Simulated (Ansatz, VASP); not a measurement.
# One calculation of Pb, two programs

INCAR

```
SYSTEM = Pb
PREC = Accurate
ENCUT = 500
EDIFF = 1E-6
ISMEAR = 0
SIGMA = 0.1
LREAL = .False.
LASPH = .True.
NELM = 120
ALGO = Normal
ISIF = 2
LWAVE = .False.
LCHARG = .False.
GGA = PS
NBANDS = 13
GGA_COMPAT = .False.
```

File KPOINTS:

```
Automatic mesh
0
Gamma
  6 6 6
  0 0 0
```

POSCAR

```
Pb
1.0
    3.3913488344      0.0000000000      0.0000000000
   -1.6956744172      2.9369942437      0.0000000000
    0.0000000000      0.0000000000      3.1687915671
Pb
1
Direct
    0.0000000000      0.0000000000      0.0000000000
```

Input for Ansatz:

```yaml
crystal:
  lattice:
    - [3.3913488344, 0.0, 0.0]
    - [-1.6956744172, 2.9369942437, 0.0]
    - [0.0, 0.0, 3.1687915671]
  atoms:
    - { symbol: Pb, position: [0.0, 0.0, 0.0] }
basis:
  ecutwfc: 420
kpoints:
  mp_grid: { grid: [6, 6, 6] }
hamiltonian:
  xc: pbesol
scf:
  occupations: { method: gaussian, width: 0.1 }
  lower_state_search: "off"
output:
  forces: true
  stress: true
  eigenvalues: true
```

Alike in both runs: task single point; functional PBEsol; k mesh 6 × 6 × 6; occupations gaussian, width 0.1 eV; no spin polarisation.

|  | VASP | Ansatz |
| --- | --- | --- |
| version | VASP 6.6.1 | Ansatz 0.2.0 |
| potentials or method | VASP PAW PBE potentials, release 64 (Pb_d), cutoff 500 eV | scalar-relativistic, plane waves, PAW |
| valence electrons in the cell | 14 | 14 |

|  | VASP | Ansatz | Ansatz less VASP |
| --- | --- | --- | --- |
| gap on the k mesh at the Fermi level (eV) | none | none | - |
| pressure (GPa) | -0.8 | -0.7 | +0.07 |
| traceless stress, the component that is largest in VASP (GPa) | 5.05 | 5.05 | -0.001 |

VASP's potentials were made for PBE, not for PBEsol. A gap of «none» marks a metal or a gap that the smearing closes. The functional is the same, so the differences come from potentials, cutoffs and numerics.

Neither program's run includes spin-orbit coupling.
